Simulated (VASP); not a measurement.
TePb:

```
Pb Te
1.0
     0.00000    3.23100    3.23100
     3.23100    0.00000    3.23100
     3.23100    3.23100    0.00000
Pb Te
1 1
Direct
  0.00000 0.00000 0.00000
  0.50000 0.50000 0.50000
```

| Item | Value |
| --- | --- |
| Program | VASP 6.6.1 |
| Task | relaxation of cell and atoms |
| Functional | RPBE |
| Dispersion | D3(BJ) |
| Potentials or basis | VASP PAW PBE potentials, release 64 (Pb_d, Te) |
| Cutoff | 600 eV |
| k mesh | 7 × 7 × 7 |
| Occupations | fermi-dirac, width 0.05 eV |
| Spin | no spin polarisation |

At the start: pressure -10.5 GPa; volume 33.73 Å³/atom.

Problem. How do energy, volume and symmetry change on relaxing?

Solution. Over 6 steps the energy falls by 272.8 meV/atom and the volume is 26.96 Å³/atom (-20.1 %); space group Fm-3m (No. 225, to 0.05 Å).

The path:
| step | energy change (eV) | largest force (eV/Å) | pressure (GPa) | volume (Å³) |
| --- | --- | --- | --- | --- |
| 1 | 0.0000 | 0.0000 | -10.48 | 67.46 |
| 2 | -0.3596 | 0.0000 | 11.42 | 48.13 |
| 3 | -0.5455 | 0.0000 | -0.17 | 54.03 |
| 4 | -0.5454 | 0.0000 | 0.22 | 53.78 |
| 5 | -0.5454 | 0.0000 | -0.18 | 54.05 |
| 6 | -0.5455 | 0.0000 | 0.01 | 53.93 |

Final structure:
```yaml
crystal:
  lattice:
    - [0.00000, 2.99862, 2.99862]
    - [2.99862, 0.00000, 2.99862]
    - [2.99862, 2.99862, 0.00000]
  atoms:
    - { symbol: Pb, position: [0.00000, 0.00000, 0.00000] }
    - { symbol: Te, position: [0.50000, 0.50000, 0.50000] }
```

Caveat: the volume moved by over 15 % at a fixed basis, so the end points are rough; the PAW data sets were made with another functional, which shifts forces and pressure a little; the volume moved by -20 % from the deposited cell, more than functionals usually miss.
